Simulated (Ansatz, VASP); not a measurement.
Two plane-wave programs on AlN

The input POSCAR:

```
AlN
1.0
   -3.1110021516      0.0000000000      0.0000000000
   -1.5555010758     -2.6942068945      0.0000000000
   -3.1111577017     -1.7962277366      9.9560000000
Al N
4 4
Direct
   -0.2691967917     -0.2691967917      0.9037500000
    0.0641532083      0.0641532083      0.4037500000
    0.5641615417      0.5641615417      0.1537500000
    0.2308115417      0.2308115417      0.6537500000
    0.2691634583      0.2691634583      0.0962500000
   -0.0641865417     -0.0641865417      0.5962500000
    0.4358217917      0.4358217917      0.3462500000
    0.1024717917      0.1024717917      0.8462500000
```

Contents of INCAR.step1:

```
SYSTEM = AlN
PREC     = Accurate       ! precision mode
ENCUT    = 520            ! plane-wave cutoff, eV
ISMEAR   = 0              ! smearing method
SIGMA    = 0.05           ! smearing width, eV
LREAL    = .FALSE.        ! projectors in reciprocal space
LASPH    = .TRUE.         ! aspherical terms in the spheres
NELM     = 80             ! most SCF steps
NBANDS   = 26             ! bands
GGA      = PE             ! functional
ALGO     = Normal         ! electronic algorithm
EDIFF    = 1E-4           ! SCF threshold, eV
LWAVE    = .TRUE.         ! write WAVECAR
LCHARG   = .FALSE.        ! write CHGCAR
```

File INCAR.step2:

```
SYSTEM = AlN
PREC     = Accurate       ! precision mode
ENCUT    = 520            ! plane-wave cutoff, eV
EDIFF    = 1E-6           ! SCF threshold, eV
ISMEAR   = 0              ! smearing method
SIGMA    = 0.05           ! smearing width, eV
LREAL    = .FALSE.        ! projectors in reciprocal space
LASPH    = .TRUE.         ! aspherical terms in the spheres
NELM     = 80             ! most SCF steps
ALGO     = Normal         ! electronic algorithm
ISIF     = 2              ! what is computed and relaxed
LWAVE    = .FALSE.        ! write WAVECAR
LCHARG   = .FALSE.        ! write CHGCAR
METAGGA  = R2SCAN         ! meta-GGA
LMIXTAU  = .TRUE.       
NBANDS   = 26             ! bands
ISTART   = 1
```

KPOINTS

```
Automatic mesh
0
G
  8 8 3
  0 0 0
```

Input for Ansatz:

```yaml
crystal:
  lattice:
    - [-3.1110021516, 0.0, 0.0]
    - [-1.5555010758, -2.6942068945, 0.0]
    - [-3.1111577017, -1.7962277366, 9.956]
  atoms:
    - { symbol: Al, position: [-0.2691967917, -0.2691967917, 0.90375] }
    - { symbol: Al, position: [0.0641532083, 0.0641532083, 0.40375] }
    - { symbol: Al, position: [0.5641615417, 0.5641615417, 0.15375] }
    - { symbol: Al, position: [0.2308115417, 0.2308115417, 0.65375] }
    - { symbol: "N", position: [0.2691634583, 0.2691634583, 0.09625] }
    - { symbol: "N", position: [-0.0641865417, -0.0641865417, 0.59625] }
    - { symbol: "N", position: [0.4358217917, 0.4358217917, 0.34625] }
    - { symbol: "N", position: [0.1024717917, 0.1024717917, 0.84625] }
basis:
  ecutwfc: 500
kpoints:
  mp_grid: { grid: [8, 8, 3] }
hamiltonian:
  xc: r2scan
scf:
  occupations: { method: gaussian, width: 0.05 }
output:
  forces: true
  stress: true
  eigenvalues: true
```

Alike in both runs: task single point; functional r2SCAN; k mesh 8 × 8 × 3; occupations gaussian, width 0.05 eV; no spin polarisation.

|  | VASP | Ansatz |
| --- | --- | --- |
| version | VASP 6.6.1 | Ansatz 0.2.0 |
| potentials or method | VASP PAW PBE potentials, release 64 (Al, N), cutoff 520 eV | scalar-relativistic, plane waves, PAW |
| valence electrons in the cell | 32 | 32 |

```tsv
	VASP	Ansatz	Ansatz less VASP
gap on the k mesh at the Fermi level (eV)	3.43	3.45	+0.021
least direct gap on the mesh (eV)	3.94	3.92	-0.023
pressure (GPa)	-2.3	-1.9	+0.37
traceless stress, the component that is largest in VASP (GPa)	8.43	8.50	+0.068
rms of the force components (eV/Å)	0.583	0.586	+0.0029
```

VASP's potentials were made for PBE, not for r2SCAN. Atom by atom the forces differ by 0.005 eV/Å (rms over components). With one functional, cell and mesh, what is left measures potentials, basis and numerics.
